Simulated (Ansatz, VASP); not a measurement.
**Two plane-wave programs on InSb**

```xyz
2
Lattice="0.0000 3.2304 2.8611 3.2304 0.0000 2.8611 3.2304 3.2304 0.0000" Properties=species:S:1:pos:R:3 pbc="T T T"
In    0.0000    0.0000    0.0000
Sb    3.2304    3.2304    2.8611
```

Alike in both runs: task single point; functional PBE; k mesh 14 × 14 × 14; occupations gaussian, width 0.15 eV; no spin polarisation.

|  | VASP | Ansatz |
| --- | --- | --- |
| version | VASP 6.6.1 | Ansatz 0.2.0 |
| potentials or method | VASP PAW PBE potentials, release 64 (In_d, Sb), cutoff 520 eV | scalar-relativistic, plane waves, PAW |
| valence electrons in the cell | 18 | 28 |

```csv
,VASP,Ansatz,Ansatz less VASP
gap on the k mesh at the Fermi level (eV),none,none,-
pressure (GPa),0.4,0.5,+0.04
"traceless stress, the component that is largest in VASP (GPa)",7.49,7.51,+0.019
```

A gap of «none» marks a metal or a gap that the smearing closes. With one functional, cell and mesh, what is left measures potentials, basis and numerics. VASP's potentials hold 18 valence electrons a cell and Ansatz's 28, so a difference there can come from the potentials and not from the codes.

Spin-orbit coupling is off throughout.
